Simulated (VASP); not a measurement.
Here is a VASP 6.6.1 calculation.

The input INCAR:

```
SYSTEM = In3As
PREC     = Accurate       ! precision mode
ENCUT    = 500            ! plane-wave cutoff, eV
EDIFF    = 1E-6           ! SCF threshold, eV
ISMEAR   = -1             ! smearing method
SIGMA    = 0.1            ! smearing width, eV
LREAL    = .FALSE.        ! projectors in reciprocal space
LASPH    = .TRUE.         ! aspherical terms in the spheres
NELM     = 120            ! most SCF steps
ALGO     = Normal         ! electronic algorithm
ISIF     = 2              ! what is computed and relaxed
LWAVE    = .FALSE.        ! write WAVECAR
LCHARG   = .FALSE.        ! write CHGCAR
NBANDS   = 30             ! bands
GGA_COMPAT= .FALSE.
```

File KPOINTS:

```
Automatic mesh
0
G
  3 3 3
  0 0 0
```

The input POSCAR:

```
In3As
1.0
    4.6716810000      0.0000000000      0.0000000000
    0.0000000000      4.6716810000      0.0000000000
    0.0000000000      0.0000000000      4.6716810000
In As
3 1
Direct
   -0.0601236118      0.4467444582      0.5026616354
    0.4697788583     -0.0433001692      0.5013580625
    0.4873790304      0.5247721010      0.0046546031
    0.1127372803      0.0817285014     -0.0025692312
```

Potentials or basis: VASP PAW LDA potentials, release 64 (In_d, As).

Command:

```sh
$ cat potpaw_LDA.64/In_d/POTCAR potpaw_LDA.64/As/POTCAR > POTCAR
$ mpirun -np 1 vasp_std > vasp.out
```

(1) Estimate the pressure.

(2) Estimate the band gap on the k mesh.

Answers

(1) -2.5 GPa.

(2) zero (bands 22 and 23 overlap by 0.57 eV).

Caveat: the k points lie up to 0.45 Å⁻¹ apart, too coarse for converged energies and pressures of a metal; semilocal functionals underestimate gaps, so a narrow gap can read as zero; spin-orbit coupling is left out, which moves the levels of the heavy elements.
